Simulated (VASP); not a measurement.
# Sr2SO (P4/mmm) in VASP: a series of runs

The runs below take Sr2SO through single point, relaxation of cell and atoms, with PBEsol.

Everything below comes from runs of VASP 6.6.1. Logs are shortened: lines on timing, memory, paths and dates and some standing lists are left out, and cuts for length are marked.

## Step 1: The cell of the first run

It takes space group P4/mmm (No. 123, tetragonal). Conventional cell: a = 3.828 Å, b = 3.828 Å, c = 5.412 Å, α = 90.00°, β = 90.00°, γ = 90.00°. Sr (site symmetry 4/mmm) has 2 S at 2.71 Å and 4 O at 2.71 Å within 3.6 Å. Sr (site symmetry 4/mmm) has 2 O at 2.71 Å and 4 S at 2.71 Å within 3.6 Å. Within 3.6 Å of S (site symmetry 4/mmm) lie 6 Sr at 2.71 Å. O (site symmetry 4/mmm) has 6 Sr at 2.71 Å within 3.6 Å.

## Step 2: Single point, PBEsol

INCAR

```
PREC = Accurate ; ENCUT = 600
EDIFF = 1E-6 ; ISMEAR = 0
SIGMA = 0.01 ; LREAL = F
LASPH = T ; NELM = 120
ALGO = Normal ; ISIF = 2
LWAVE = F ; LCHARG = F
GGA = PS ; NBANDS = 24
GGA_COMPAT = F
```

KPOINTS

```
regular mesh
0
Gamma
  3 3 3
```

POSCAR

```
Sr2SO
1.0
    3.8275819698      0.0000000000      0.0000000000
    0.0000000000      3.8275819698      0.0000000000
    0.0000000000      0.0000000000      5.4121913352
Sr S O
2 1 1
Direct
    0.0000000000      0.0000000000      0.0000000000
    0.5000000000      0.5000000000      0.5000000000
    0.0000000000      0.0000000000      0.5000000000
    0.5000000000      0.5000000000      0.0000000000
```

Potentials or basis: VASP PAW PBE potentials, release 64 (Sr_sv, S, O).

Run with:

```
> cat potpaw_PBE.64/Sr_sv/POTCAR potpaw_PBE.64/S/POTCAR potpaw_PBE.64/O/POTCAR > POTCAR
> mpirun -np 1 vasp_std > vasp.out
```

OUTCAR:

```text
PREC = Accurate
   ENCUT = 600
   EDIFF = 1E-6
   ISMEAR = 0
   LREAL = F
   LASPH = T
   NELM = 120
   ISIF = 2
   GGA = PS

 ion  position               nearest neighbor table
   1  0.000  0.000  0.000-   3 2.71   3 2.71   4 2.71   4 2.71   4 2.71   4 2.71   2 3.83   2 3.83
                             2 3.83   2 3.83   2 3.83   2 3.83   2 3.83   2 3.83
   2  0.500  0.500  0.500-   4 2.71   4 2.71   3 2.71   3 2.71   3 2.71   3 2.71   1 3.83   1 3.83
                             1 3.83   1 3.83   1 3.83   1 3.83   1 3.83   1 3.83
   3  0.000  0.000  0.500-   1 2.71   1 2.71   2 2.71   2 2.71   2 2.71   2 2.71
   4  0.500  0.500  0.000-   2 2.71   2 2.71   1 2.71   1 2.71   1 2.71   1 2.71

  LATTYP: Found a simple tetragonal cell.
 ALAT       =     3.8275819698
 C/A-ratio  =     1.4139974997

  Lattice vectors:

 A1 = (   3.8275819698,   0.0000000000,   0.0000000000)
 A2 = (   0.0000000000,   3.8275819698,   0.0000000000)
 A3 = (   0.0000000000,   0.0000000000,   5.4121913352)

Analysis of symmetry for initial positions (statically):
=====================================================================
 Subroutine PRICEL returns:
 Original cell was already a primitive cell.

 Routine SETGRP: Setting up the symmetry group for a
 simple tetragonal supercell.

 Subroutine GETGRP returns: Found 16 space group operations
 (whereof 16 operations were pure point group operations)
 out of a pool of 16 trial point group operations.

The static configuration has the point symmetry D_4h.

Analysis of symmetry for dynamics (positions and initial velocities):
=====================================================================
 Subroutine PRICEL returns:
 Original cell was already a primitive cell.

 Routine SETGRP: Setting up the symmetry group for a
 simple tetragonal supercell.

 Subroutine GETGRP returns: Found 16 space group operations
 (whereof 16 operations were pure point group operations)
 out of a pool of 16 trial point group operations.

The dynamic configuration has the point symmetry D_4h.

 Subroutine INISYM returns: Found 16 space group operations
 (whereof 16 operations are pure point group operations),
 and found     1 'primitive' translations

----------------------------------------------------------------------------------------

                                     Primitive cell

  volume of cell :      79.2907

  direct lattice vectors                    reciprocal lattice vectors
     3.827581970  0.000000000  0.000000000     0.261261550  0.000000000  0.000000000
     0.000000000  3.827581970  0.000000000     0.000000000  0.261261550  0.000000000
     0.000000000  0.000000000  5.412191335     0.000000000  0.000000000  0.184768043

  length of vectors
     3.827581970  3.827581970  5.412191335     0.261261550  0.261261550  0.184768043

  position of ions in fractional coordinates (direct lattice)
     0.000000000  0.000000000  0.000000000
     0.500000000  0.500000000  0.500000000
     0.000000000  0.000000000  0.500000000
     0.500000000  0.500000000  0.000000000

  ion indices of the primitive-cell ions
   primitive index   ion index
                 1           1
                 2           2
                 3           3
                 4           4

----------------------------------------------------------------------------------------

 KPOINTS: regular mesh

Automatic generation of k-mesh.
 Grid dimensions read from file:
 generate k-points for:    3    3    3

 Generating k-lattice:

  Cartesian coordinates                     Fractional coordinates (reciprocal lattice)
     0.087087183  0.000000000  0.000000000     0.333333333  0.000000000  0.000000000
     0.000000000  0.087087183  0.000000000     0.000000000  0.333333333  0.000000000
     0.000000000  0.000000000  0.061589348     0.000000000  0.000000000  0.333333333

  Length of vectors
     0.087087183  0.087087183  0.061589348

  Shift w.r.t. Gamma in fractional coordinates (k-lattice)
     0.000000000  0.000000000  0.000000000

 Subroutine IBZKPT returns following result:
 ===========================================

 Found      6 irreducible k-points:

 Following reciprocal coordinates:
            Coordinates               Weight
  0.000000  0.000000  0.000000      1.000000
  0.333333  0.000000  0.000000      4.000000
  0.333333  0.333333  0.000000      4.000000
  0.000000  0.000000  0.333333      2.000000
  0.333333  0.000000  0.333333      8.000000
  0.333333  0.333333  0.333333      8.000000
   k-points           NKPTS =      6   k-points in BZ     NKDIM =      6   number of bands    NBANDS=     24
   number of dos      NEDOS =    301   number of ions     NIONS =      4
   total plane-waves  NPLWV =  49152
   dimension x,y,z NGX =    32 NGY =   32 NGZ =   48
   dimension x,y,z NGXF=    64 NGYF=   64 NGZF=   96
   ions per type =               2   1   1
   NGX,Y,Z   is equivalent  to a cutoff of  13.90, 13.90, 14.74 a.u.
   NGXF,Y,Z  is equivalent  to a cutoff of  27.80, 27.80, 29.49 a.u.
 SYSTEM =  unknown system
   PREC   = accura    normal or accurate (medium, high low for compatibility)
   ISTART =      0    job   : 0-new  1-cont  2-samecut
   ICHARG =      2    charge: 1-file 2-atom 10-const
   ISPIN  =      1    spin polarized calculation?
   LNONCOLLINEAR =      F non collinear calculations
   LSORBIT =      F    spin-orbit coupling
   LASPH  =      T    aspherical Exc in radial PAW
   ENCUT  =  600.0 eV  44.10 Ry    6.64 a.u.   7.64  7.64 10.81*2*pi/ulx,y,z
   NELM   =    120;   NELMIN=  2; NELMDL= -5     # of ELM steps
   EDIFF  = 0.1E-05   stopping-criterion for ELM
   LREAL  =      F    real-space projection
   EDIFFG = 0.1E-04   stopping-criterion for IOM
   NSW    =      0    number of steps for IOM
   IBRION =     -1    ionic relax: 0-MD 1-quasi-New 2-CG
   NFREE  =      0    steps in history (QN), initial steepest desc. (CG)
   ISIF   =      2    stress and relaxation
   ISYM   =      2    0-nonsym 1-usesym 2-fastsym
   POTIM  = 0.5000    time-step for ionic-motion
   TEBEG  =    0.0;   TEEND  =   0.0 temperature during run
   PSTRESS=    0.0 pullay stress
   NELECT =      32.0000    total number of electrons
   NUPDOWN=      -1.0000    fix difference up-down
   EMIN   =  10.00;   EMAX   =-10.00  energy-range for DOS
   EFERMI =   0.00;   METHOD = LEGACY
   ISMEAR =     0;   SIGMA  =   0.01  broadening in eV -4-tet -1-fermi 0-gaus
   EFERMI_NEDOS =   21; number of points for ismear=-14 and -15
   IALGO  =     38    algorithm
   IMIX   =      4    mixing-type and parameters
     AMIX     =   0.40;   BMIX     =  1.00
     AMIX_MAG =   1.60;   BMIX_MAG =  1.00
  volume/ion in A,a.u.               =      19.82       133.77
  Fermi-wavevector in a.u.,A,eV,Ry     =   1.209811  2.286211 19.914059  1.463642
  Thomas-Fermi vector in A             =   2.345377
   LORBIT       =      0    0 simple, 1 ext, 2 COOP (PROOUT), +10 PAW based schemes
   GGA     = PS    functional components
   LHFCALC =     F    Hartree Fock is set to
   AEXX    =    0.0000 exact exchange contribution
   IVDW    =     0    specifies the selected vdW correction
   LEPSILON=     F    determine dielectric tensor
   LRPA    =     F    only Hartree local field effects (RPA)
 non-spin polarized calculation
 Gauss-broadening in eV      SIGMA  =   0.01
  energy-cutoff  :      600.00
  volume of cell :       79.29
 maximum number of plane-waves:      2661
 NGX is ok and might be reduce to    30
   NGX = 15   NGY = 15   NGZ = 21

 number of electron      32.0000000 magnetization

 Free energy of the ion-electron system (eV)
  ---------------------------------------------------
  ext. energy  EPLUGINS =         0.00000000
  ---------------------------------------------------
  free energy    TOTEN  =       -21.91623109 eV

  energy without entropy =      -21.91623109  energy(sigma->0) =      -21.91623109

 E-fermi :   2.5341     XC(G=0): -10.0733

 val. band max:        2.4835549224   @ k =   0.0000   0.0000   0.0000
 cond. band min:       4.3741283189   @ k =   0.0000   0.0000   0.0000
 fundamental gap:      1.8905733965
 Fermi energy:         2.5340969286

 k-point     1 :       0.0000    0.0000    0.0000
  band No.  band energies     occupation
      1     -30.2454      2.00000
      2     -30.1278      2.00000
      3     -12.8721      2.00000
      4     -12.4259      2.00000
      5     -12.4259      2.00000
      6     -12.2831      2.00000
[... 16 lines left out ...]
     23       8.3626      0.00000
     24      10.8180      0.00000

 k-point     2 :       0.3333    0.0000    0.0000
  band No.  band energies     occupation
      1     -30.2044      2.00000
      2     -30.1268      2.00000
      3     -13.2315      2.00000
      4     -13.0707      2.00000
      5     -12.7063      2.00000
      6     -12.3118      2.00000
[... 16 lines left out ...]
     23       9.8290      0.00000
     24      10.6560      0.00000

 k-point     3 :       0.3333    0.3333    0.0000
  band No.  band energies     occupation
      1     -30.1797      2.00000
      2     -30.1128      2.00000
      3     -13.0262      2.00000
      4     -12.8020      2.00000
      5     -12.7699      2.00000
      6     -12.6255      2.00000
[... 16 lines left out ...]
     23      11.0363      0.00000
     24      11.1419      0.00000

 k-point     4 :       0.0000    0.0000    0.3333
  band No.  band energies     occupation
      1     -30.2227      2.00000
      2     -30.1497      2.00000
      3     -13.0270      2.00000
      4     -12.8004      2.00000
      5     -12.3809      2.00000
      6     -12.3809      2.00000
[... 16 lines left out ...]
     23       9.2131      0.00000
     24      10.3160      0.00000

 k-point     5 :       0.3333    0.0000    0.3333
  band No.  band energies     occupation
      1     -30.1960      2.00000
      2     -30.1340      2.00000
      3     -13.4825      2.00000
      4     -13.3913      2.00000
      5     -12.3964      2.00000
      6     -12.2945      2.00000
[... 16 lines left out ...]
     23      10.6842      0.00000
     24      11.3617      0.00000

 k-point     6 :       0.3333    0.3333    0.3333
  band No.  band energies     occupation
      1     -30.1768      2.00000
      2     -30.1144      2.00000
      3     -13.2453      2.00000
      4     -13.1624      2.00000
      5     -12.7037      2.00000
      6     -12.4214      2.00000
[... 16 lines left out ...]
     23      10.4006      0.00000
     24      11.0284      0.00000

------------------------ aborting loop because EDIFF is reached ----------------------------------------

  FORCE on cell =-STRESS in cart. coord.  units (eV):
  Direction    XX          YY          ZZ          XY          YZ          ZX
  --------------------------------------------------------------------------------------
  -------------------------------------------------------------------------------------
  Total        5.2454809      5.2454809      5.2394893      0.0000000     -0.0000000      0.0000000
  in kB      105.9921625    105.9921625    105.8710926      0.0000000     -0.0000000      0.0000000
  external PRESSURE =     105.9518059 kB  Pullay stress =       0.0000000 kB

 VOLUME and BASIS-vectors are now :
 -----------------------------------------------------------------------------
  energy-cutoff  :      600.00
  volume of cell :       79.29
      direct lattice vectors                 reciprocal lattice vectors
     3.827581970  0.000000000  0.000000000     0.261261550  0.000000000  0.000000000
     0.000000000  3.827581970  0.000000000     0.000000000  0.261261550  0.000000000
     0.000000000  0.000000000  5.412191335     0.000000000  0.000000000  0.184768043

 POSITION                                       TOTAL-FORCE (eV/Angst)
 -----------------------------------------------------------------------------------
      0.00000      0.00000      0.00000         0.000000      0.000000      0.000000
      1.91379      1.91379      2.70610         0.000000      0.000000      0.000000
      0.00000      0.00000      2.70610         0.000000      0.000000      0.000000
      1.91379      1.91379      0.00000         0.000000      0.000000      0.000000
 -----------------------------------------------------------------------------------
    total drift:                                0.000000     -0.000000     -0.000000

  FREE ENERGIE OF THE ION-ELECTRON SYSTEM (eV)
  ---------------------------------------------------
  free  energy   TOTEN  =       -21.9162310878 eV

  energy  without entropy=      -21.9162310878  energy(sigma->0) =      -21.91623109
```

Wall time 15 s (1 thread of AMD EPYC 7R13 (Zen 3), shared host); peak memory 0.18 GiB.

Results:

- Free energy: -21.9162 eV
- Pressure: 10.6 GPa
- Band gap on the k mesh: 1.89 eV

Levels at points of the mesh, in eV from the valence-band top:
```csv
k point,band 12,band 13,band 14,band 15,band 16,band 17,band 18,band 19,band 20,band 21
"(0.00, 0.00, 0.00)",-0.31,-0.31,0.00,0.00,0.00,1.89,3.72,4.74,4.74,5.17
```

Caveat: the k points lie up to 0.55 Å⁻¹ apart; the PAW data sets were made with another functional, which shifts forces and pressure a little. A k mesh can miss the band edges.

## Step 3: Relaxation of cell and atoms, PBEsol, target pressure 10 GPa, at which the enthalpy is minimised

This run uses another cell than the first one, of 23.37 Å³/atom.

INCAR

```
PREC = Accurate
ENCUT = 600
EDIFF = 1E-7
ISMEAR = 0
SIGMA = 0.01
LREAL = False
LASPH = True
NELM = 120
ALGO = Normal
ISIF = 3
LWAVE = False
LCHARG = False
GGA = PS
IBRION = 2
NSW = 80
EDIFFG = -0.001
PSTRESS = 100.0
GGA_COMPAT = False
NELMIN = 4
```

KPOINTS is that of step 2.

POSCAR

```
Sr2SO
1.0
    4.0432370000      0.0000000000      0.0000000000
    0.0000000000      4.0432370000      0.0000000000
    0.0000000000      0.0000000000      5.7180000000
Sr S O
2 1 1
Direct
    0.0000000000      0.0000000000      0.0000000000
    0.5000000000      0.5000000000      0.5000000000
    0.0000000000      0.0000000000      0.5000000000
    0.5000000000      0.5000000000      0.0000000000
```

Potentials or basis: VASP PAW PBE potentials, release 64 (Sr_sv, S, O).

Run with:

```
> cat potpaw_PBE.64/Sr_sv/POTCAR potpaw_PBE.64/S/POTCAR potpaw_PBE.64/O/POTCAR > POTCAR
> mpirun -np 1 vasp_std > vasp.out
```

Run time: 70 s. Hardware: 1 thread of AMD EPYC 7R13 (Zen 3), shared host; peak memory 0.2 GiB.

The run converged. Its results:

| Property | Result |
| --- | --- |
| Free energy | -21.9508 eV |
| Relaxed volume | 19.93 Å³/atom |
| Relaxed cell | a = 3.834 Å, b = 3.834 Å, c = 5.422 Å, α = 90.00°, β = 90.00°, γ = 90.00° |
| Space group after relaxing (to 0.1 Å) | P4/mmm (No. 123) |
| Energy change on relaxing (the run minimises the enthalpy) | +64.7 meV/atom |
| Ionic steps | 6 |
| Pressure after relaxing | 10.0 GPa |
| Band gap on the k mesh | 1.90 eV |

The path:
| step | energy change (eV) | largest force (eV/Å) | pressure (GPa) | volume (Å³) |
| --- | --- | --- | --- | --- |
| 1 | 0.0000 | 0.0000 | -2.29 | 93.48 |
| 2 | 1.1385 | 0.0000 | 24.68 | 71.27 |
| 3 | 0.2487 | 0.0000 | 9.78 | 79.88 |
| 4 | 0.2647 | 0.0000 | 10.12 | 79.62 |
| 5 | 0.2546 | 0.0000 | 9.91 | 79.78 |
| 6 | 0.2589 | 0.0000 | 10.00 | 79.71 |

Final structure:
```cif
data_structure
_symmetry_space_group_name_H-M 'P 1'
_symmetry_Int_Tables_number 1
_cell_length_a 3.8344
_cell_length_b 3.8344
_cell_length_c 5.4215
_cell_angle_alpha 90.000
_cell_angle_beta 90.000
_cell_angle_gamma 90.000
_cell_volume 79.71
loop_
_atom_site_label
_atom_site_type_symbol
_atom_site_fract_x
_atom_site_fract_y
_atom_site_fract_z
_atom_site_occupancy
Sr1 Sr 0.00000 0.00000 0.00000 1
Sr2 Sr 0.50000 0.50000 0.50000 1
S1 S 0.00000 0.00000 0.50000 1
O1 O 0.50000 0.50000 0.00000 1
```

Levels at points of the mesh, in eV from the valence-band top:
```tsv
k point	band 12	band 13	band 14	band 15	band 16	band 17	band 18	band 19	band 20
(0.00, 0.00, 0.00)	-0.32	-0.32	0.00	0.00	0.00	1.90	3.69	4.73	4.73
```

Caveat: the k points lie up to 0.55 Å⁻¹ apart in the final cell; the cell is relaxed towards a set pressure, so the run minimises the enthalpy, not the energy; the PAW data sets were made with another functional, which shifts forces and pressure a little. A k mesh can miss the band edges.
